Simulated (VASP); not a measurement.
HgTe (Coloradoite): single point with BLYP

Crystal: HgTe (Coloradoite).

```xyz
2
Lattice="0.0000 3.4180 3.4180 3.4180 0.0000 3.4180 3.4180 3.4180 0.0000" Properties=species:S:1:pos:R:3 pbc="T T T"
Hg    0.0000    0.0000    0.0000
Te    5.1270    5.1270    5.1270
```

```yaml
Program: VASP 6.6.1
Task: single point
Functional: BLYP
Potentials_or_basis: VASP PAW PBE potentials, release 64 (Hg, Te)
Cutoff: 520 eV
k_mesh: 7 × 7 × 7
Occupations: fermi-dirac, width 0.05 eV
Spin: no spin polarisation
```

```yaml
Pressure: 0.1 GPa
Band_gap_on_the_k_mesh: zero (filled and empty bands touch)
```

Levels at points of the mesh, in eV from the Fermi level:
```
           k point  band 7  band 8  band 9  band 10  band 11  band 12
(0.00, 0.00, 0.00)   -1.23   -0.06   -0.06    -0.06     4.43     4.43
```

It took 55 s on 1 thread of Intel Xeon 8259CL (shared host), peak memory 0.22 GiB.

Caveat: the PAW data sets were made with another functional, which shifts forces and pressure a little; spin-orbit coupling is left out, which moves the levels of the heavy elements.
